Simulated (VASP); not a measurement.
Input of a VASP 6.6.1 run:

INCAR

```
SYSTEM = VMoSe4
PREC = Accurate ; ENCUT = 520
EDIFF = 1E-6 ; ISMEAR = 0
SIGMA = 0.1 ; LREAL = .FALSE.
LASPH = .TRUE. ; NELM = 150
ALGO = Normal ; ISIF = 2
LWAVE = .FALSE. ; LCHARG = .FALSE.
ISPIN = 2 ; MAGMOM = 1 0 0 0 0 0
LORBIT = 11 ; LMAXMIX = 4
GGA = PE ; NBANDS = 38
```

KPOINTS

```
Automatic mesh
0
G
  6 6 2
  0 0 0
```

Contents of POSCAR:

```
VMoSe4
1.0
    3.3296481000      0.0000000000      0.0000000000
   -1.6648241000      2.8835599000      0.0000000000
    0.0000000000      0.0000000000     14.6003451000
V Mo Se
1 1 4
Direct
    0.0000000000      0.0000000000      0.0000000000
    0.3333333000      0.6666667000      0.5000000000
    0.0000000000      0.0000000000      0.6141040000
    0.3333333000      0.6666667000      0.1096240000
    0.0000000000      0.0000000000      0.3858960000
    0.3333333000      0.6666667000      0.8903760000
```

Potentials or basis: VASP PAW PBE potentials, release 64 (V_sv, Mo_sv, Se).

Launch:

```console
$ cat potpaw_PBE.64/V_sv/POTCAR potpaw_PBE.64/Mo_sv/POTCAR potpaw_PBE.64/Se/POTCAR > POTCAR
$ mpirun -np 1 vasp_std > vasp.out
```

**Question.** What does it give for the net moment?

**Answer.** 0.98 μB per cell.

**Question.** Predict the band gap on the k mesh.

**Answer.** 0.10 eV (least direct gap 0.66 eV).

Forces on the atoms (eV/Å):
```
V    0.000  0.000  0.000
Mo   0.000  0.000  0.000
Se   0.000  0.000  0.038
Se   0.000  0.000  0.014
Se   0.000  0.000 -0.038
Se   0.000  0.000 -0.014
```

Caveat: semilocal functionals underestimate gaps, and a narrow one can read as zero. A k mesh can miss the band edges.
